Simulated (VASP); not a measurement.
# Lu (P6_3/mmc) in VASP: a series of runs

Lu is run at these levels: PBEsol, LDA, r2SCAN; tasks: electric field gradients.

All numbers are computed with VASP 6.6.1; they aren't measurements. Logs are shortened: lines on timing, memory, paths and dates and some standing lists are left out, and cuts for length are marked.

**1. The cell of the first run**

It takes space group P6_3/mmc (No. 194, hexagonal). The conventional cell has a = 3.510 Å, b = 3.510 Å, c = 5.567 Å, α = 90.00°, β = 90.00°, γ = 120.00°. Lu (site symmetry -6m2) has 12 Lu at 3.44 to 3.51 Å within 4.5 Å.

**2. Electric field gradients, PBEsol**

INCAR

```
SYSTEM = Lu
ALGO     = Normal         ! electronic algorithm
EDIFF    = 1E-8           ! SCF threshold, eV
ENCUT    = 520            ! plane-wave cutoff, eV
GGA      = PS             ! functional
ISIF     = 2              ! what is computed and relaxed
ISMEAR   = -1             ! smearing method
LASPH    = .True.         ! aspherical terms in the spheres
LCHARG   = .False.        ! write CHGCAR
LEFG     = .True.       
LREAL    = .False.        ! projectors in reciprocal space
LWAVE    = .False.        ! write WAVECAR
NBANDS   = 32             ! bands
NELM     = 100            ! most SCF steps
PREC     = Accurate       ! precision mode
SIGMA    = 0.03           ! smearing width, eV
```

KPOINTS

```
k-points
0
Gamma
  13 13 8
  0 0 0
```

POSCAR

```
Lu
1.0
    3.5098988894      0.0000000000      0.0000000000
   -1.7549494447      3.0396616030      0.0000000000
    0.0000000000      0.0000000000      5.5666000000
Lu
2
Direct
    0.3333333333      0.6666666667      0.2500000000
    0.6666666667      0.3333333333      0.7500000000
```

Potentials or basis: VASP PAW PBE potentials, release 64 (Lu).

On the command line:

```console
cat potpaw_PBE.64/Lu/POTCAR > POTCAR
mpirun -np 1 vasp_std > vasp.out
```

OUTCAR:

```text
SYSTEM = Lu
   EDIFF = 1E-8
   ENCUT = 520
   GGA = PS
   ISIF = 2
   ISMEAR = -1
   LASPH = .True.
   LREAL = .False.
   NELM = 100
   PREC = Accurate

 ion  position               nearest neighbor table
   1  0.333  0.667  0.250-   2 3.44   2 3.44   2 3.44   2 3.44   2 3.44   2 3.44
   2  0.667  0.333  0.750-   1 3.44   1 3.44   1 3.44   1 3.44   1 3.44   1 3.44

  LATTYP: Found a hexagonal cell.
 ALAT       =     3.5098988894
 C/A-ratio  =     1.5859716121

  Lattice vectors:

 A1 = (   3.5098988894,   0.0000000000,   0.0000000000)
 A2 = (  -1.7549494447,   3.0396616030,   0.0000000000)
 A3 = (   0.0000000000,   0.0000000000,   5.5666000000)

Analysis of symmetry for initial positions (statically):
=====================================================================
 Subroutine PRICEL returns:
 Original cell was already a primitive cell.

 Routine SETGRP: Setting up the symmetry group for a
 hexagonal supercell.

 Subroutine GETGRP returns: Found 24 space group operations
 (whereof 12 operations were pure point group operations)
 out of a pool of 24 trial point group operations.

The static configuration has the point symmetry D_3d.
 The point group associated with its full space group is D_6h.

Analysis of symmetry for dynamics (positions and initial velocities):
=====================================================================
 Subroutine PRICEL returns:
 Original cell was already a primitive cell.

 Routine SETGRP: Setting up the symmetry group for a
 hexagonal supercell.

 Subroutine GETGRP returns: Found 24 space group operations
 (whereof 12 operations were pure point group operations)
 out of a pool of 24 trial point group operations.

The dynamic configuration has the point symmetry D_3d.
 The point group associated with its full space group is D_6h.

 Subroutine INISYM returns: Found 24 space group operations
 (whereof 12 operations are pure point group operations),
 and found     1 'primitive' translations

----------------------------------------------------------------------------------------

                                     Primitive cell

  volume of cell :      59.3895

  direct lattice vectors                    reciprocal lattice vectors
     3.509898889  0.000000000  0.000000000     0.284908492  0.164491995  0.000000000
    -1.754949445  3.039661603  0.000000000     0.000000000  0.328983989  0.000000000
     0.000000000  0.000000000  5.566600000     0.000000000  0.000000000  0.179642870

  length of vectors
     3.509898889  3.509898889  5.566600000     0.328983989  0.328983989  0.179642870

  position of ions in fractional coordinates (direct lattice)
     0.333333333  0.666666667  0.250000000
     0.666666667  0.333333333  0.750000000

  ion indices of the primitive-cell ions
   primitive index   ion index
                 1           1
                 2           2

----------------------------------------------------------------------------------------

 KPOINTS: k-points

Automatic generation of k-mesh.
 Grid dimensions read from file:
 generate k-points for:   13   13    8

 Generating k-lattice:

  Cartesian coordinates                     Fractional coordinates (reciprocal lattice)
     0.021916038  0.012653230  0.000000000     0.076923077  0.000000000  0.000000000
     0.000000000  0.025306461  0.000000000     0.000000000  0.076923077  0.000000000
     0.000000000  0.000000000  0.022455359     0.000000000  0.000000000  0.125000000

  Length of vectors
     0.025306461  0.025306461  0.022455359

  Shift w.r.t. Gamma in fractional coordinates (k-lattice)
     0.000000000  0.000000000  0.000000000

 Subroutine IBZKPT returns following result:
 ===========================================

 Found    105 irreducible k-points:

 Following reciprocal coordinates:
            Coordinates               Weight
  0.000000  0.000000  0.000000      1.000000
  0.076923  0.000000  0.000000      6.000000
  0.153846  0.000000  0.000000      6.000000
  0.230769 -0.000000  0.000000      6.000000
  0.307692  0.000000  0.000000      6.000000
  0.384615 -0.000000  0.000000      6.000000
[... 16 lines left out ...]
  0.076923  0.000000  0.125000     12.000000
  0.153846  0.000000  0.125000     12.000000
 [... further k-points ...]
   k-points           NKPTS =    105   k-points in BZ     NKDIM =    105   number of bands    NBANDS=     32
   number of dos      NEDOS =    301   number of ions     NIONS =      2
   total plane-waves  NPLWV =  32928
   dimension x,y,z NGX =    28 NGY =   28 NGZ =   42
   dimension x,y,z NGXF=    56 NGYF=   56 NGZF=   84
   ions per type =               2
   NGX,Y,Z   is equivalent  to a cutoff of  13.26, 13.26, 12.54 a.u.
   NGXF,Y,Z  is equivalent  to a cutoff of  26.52, 26.52, 25.09 a.u.
 SYSTEM =  Lu
   PREC   = accura    normal or accurate (medium, high low for compatibility)
   ISTART =      0    job   : 0-new  1-cont  2-samecut
   ICHARG =      2    charge: 1-file 2-atom 10-const
   ISPIN  =      1    spin polarized calculation?
   LNONCOLLINEAR =      F non collinear calculations
   LSORBIT =      F    spin-orbit coupling
   LASPH  =      T    aspherical Exc in radial PAW
   ENCUT  =  520.0 eV  38.22 Ry    6.18 a.u.   6.53  6.53 10.35*2*pi/ulx,y,z
   NELM   =    100;   NELMIN=  2; NELMDL= -5     # of ELM steps
   EDIFF  = 0.1E-07   stopping-criterion for ELM
   LREAL  =      F    real-space projection
   EDIFFG = 0.1E-06   stopping-criterion for IOM
   NSW    =      0    number of steps for IOM
   IBRION =     -1    ionic relax: 0-MD 1-quasi-New 2-CG
   NFREE  =      0    steps in history (QN), initial steepest desc. (CG)
   ISIF   =      2    stress and relaxation
   ISYM   =      2    0-nonsym 1-usesym 2-fastsym
   POTIM  = 0.5000    time-step for ionic-motion
   TEBEG  =    0.0;   TEEND  =   0.0 temperature during run
   PSTRESS=    0.0 pullay stress
   NELECT =      50.0000    total number of electrons
   NUPDOWN=      -1.0000    fix difference up-down
   EMIN   =  10.00;   EMAX   =-10.00  energy-range for DOS
   EFERMI =   0.00;   METHOD = LEGACY
   ISMEAR =    -1;   SIGMA  =   0.03  broadening in eV -4-tet -1-fermi 0-gaus
   EFERMI_NEDOS =   21; number of points for ismear=-14 and -15
   IALGO  =     38    algorithm
   IMIX   =      4    mixing-type and parameters
     AMIX     =   0.40;   BMIX     =  1.00
     AMIX_MAG =   1.60;   BMIX_MAG =  1.00
  volume/ion in A,a.u.               =      29.69       200.39
  Fermi-wavevector in a.u.,A,eV,Ry     =   1.545829  2.921194 32.512323  2.389588
  Thomas-Fermi vector in A             =   2.651152
   LORBIT       =      0    0 simple, 1 ext, 2 COOP (PROOUT), +10 PAW based schemes
   GGA     = PS    functional components
   LHFCALC =     F    Hartree Fock is set to
   AEXX    =    0.0000 exact exchange contribution
   IVDW    =     0    specifies the selected vdW correction
   LEPSILON=     F    determine dielectric tensor
   LRPA    =     F    only Hartree local field effects (RPA)
 non-spin polarized calculation
  energy-cutoff  :      520.00
  volume of cell :       59.39
 maximum number of plane-waves:      1640
 NGX is ok and might be reduce to    28
   NGX = 13   NGY = 13   NGZ = 21

 number of electron      49.9999999 magnetization

 Free energy of the ion-electron system (eV)
  ---------------------------------------------------
  ext. energy  EPLUGINS =         0.00000000
  ---------------------------------------------------
  free energy    TOTEN  =        -9.85893188 eV

  energy without entropy =       -9.84809105  energy(sigma->0) =       -9.85351147

 E-fermi :   2.0052     XC(G=0): -10.6798

 val. band max:        1.9977488939   @ k =   0.1538   0.0769   0.0000
 cond. band min:       2.0095135426   @ k =   0.3077   0.0769   0.0000
 fundamental gap:      0.0117646487
 Fermi energy:         2.0052232201

 k-point     1 :       0.0000    0.0000    0.0000
  band No.  band energies     occupation
      1     -54.2201      2.00000
      2     -54.1895      2.00000
      3     -25.1252      2.00000
      4     -24.7292      2.00000
      5     -24.7292      2.00000
      6     -24.6552      2.00000
[... 24 lines left out ...]
     31       5.4684      0.00000
     32       5.4684      0.00000
[... 774 lines left out ...]
      2     -54.1887      2.00000
      3     -25.0770      2.00000
      4     -24.7942      2.00000
      5     -24.7490      2.00000
      6     -24.7394      2.00000
[... 24 lines left out ...]
     31       5.4689      0.00000
     32       5.4776      0.00000

 [... further k-points ...]

------------------------ aborting loop because EDIFF is reached ----------------------------------------

  FORCE on cell =-STRESS in cart. coord.  units (eV):
  Direction    XX          YY          ZZ          XY          YZ          ZX
  --------------------------------------------------------------------------------------
  -------------------------------------------------------------------------------------
  Total       -1.0666024     -1.0666024     -1.5118694      0.0000000     -0.0000000      0.0000000
  in kB      -28.7742005    -28.7742005    -40.7863655      0.0000000     -0.0000000      0.0000000
  external PRESSURE =     -32.7782555 kB  Pullay stress =       0.0000000 kB

 VOLUME and BASIS-vectors are now :
 -----------------------------------------------------------------------------
  energy-cutoff  :      520.00
  volume of cell :       59.39
      direct lattice vectors                 reciprocal lattice vectors
     3.509898889  0.000000000  0.000000000     0.284908492  0.164491995  0.000000000
    -1.754949445  3.039661603  0.000000000     0.000000000  0.328983989  0.000000000
     0.000000000  0.000000000  5.566600000     0.000000000  0.000000000  0.179642870

 POSITION                                       TOTAL-FORCE (eV/Angst)
 -----------------------------------------------------------------------------------
     -0.00000      2.02644      1.39165         0.000000      0.000000      0.000000
      1.75495      1.01322      4.17495         0.000000      0.000000      0.000000
 -----------------------------------------------------------------------------------
    total drift:                               -0.000000      0.000000     -0.000000

  FREE ENERGIE OF THE ION-ELECTRON SYSTEM (eV)
  ---------------------------------------------------
  free  energy   TOTEN  =        -9.8589318835 eV

  energy  without entropy=       -9.8480910487  energy(sigma->0) =       -9.85351147

 Electric field gradients (V/A^2)
---------------------------------------------------------------------
 ion       V_xx      V_yy      V_zz      V_xy      V_xz      V_yz
---------------------------------------------------------------------
   1     -27.060   -27.061    54.121    -0.000     0.000    -0.000
   2     -27.060   -27.061    54.121    -0.000    -0.000     0.000
---------------------------------------------------------------------

 Electric field gradients after diagonalization (V/A^2)
 (convention: |V_zz| > |V_xx| > |V_yy|)
----------------------------------------------------------------------
 ion       V_xx      V_yy      V_zz     asymmetry (V_yy - V_xx)/ V_zz
----------------------------------------------------------------------
   1     -27.061   -27.060    54.121       0.000
   2     -27.061   -27.060    54.121       0.000
----------------------------------------------------------------------

           NMR quadrupolar parameters

 Cq : quadrupolar parameter    Cq=e*Q*V_zz/h
 eta: asymmetry parameters     (V_yy - V_xx)/ V_zz
 Q  : nuclear electric quadrupole moment in mb (millibarn)
----------------------------------------------------------------------
 ion       Cq(MHz)       eta       Q (mb)
----------------------------------------------------------------------
   1       0.131       0.000       1.000
   2       0.131       0.000       1.000
----------------------------------------------------------------------
```

It took 5.8 min on 1 thread of Intel Xeon 8259CL, shared host; peak memory 0.3 GiB.

What came out:

```
Free energy                             : -9.8589 eV
Pressure                                : -3.3 GPa
Band gap on the k mesh                  : zero (bands 25 and 26 overlap by 1.72 eV)
Largest electric field gradient by atom : Lu +54.1 V/Å²
```

Stress tensor (GPa, compression positive):
```
-2.88  0.00  0.00
 0.00 -2.88  0.00
 0.00  0.00 -4.08
```

Levels at points of the mesh, in eV from the Fermi level:
```csv
k point,band 23,band 24,band 25,band 26,band 27,band 28
"(0.00, 0.00, 0.00)",-4.87,-2.42,0.53,2.18,2.18,2.44
"(0.00, 0.00, 0.50)",-4.37,-4.37,1.13,1.13,2.10,2.10
```

Electric field gradients, principal values (V/Å²):
| atom | least | middle | greatest (by size) |
| --- | --- | --- | --- |
| 1 Lu | -27.060 | -27.061 | 54.121 |
| 2 Lu | -27.060 | -27.061 | 54.121 |

Caveat: the cell stands under tension; without QUAD_EFG the Cq values of the log hold for a quadrupole moment of 1 mb, not for the nuclei; the PAW data sets were made with another functional, which shifts forces and pressure a little; spin-orbit coupling is left out, which moves the levels of the heavy elements.

[end of part 1 of 2]

The gap in the log of VASP goes by the Fermi energy; the results here count the filled bands.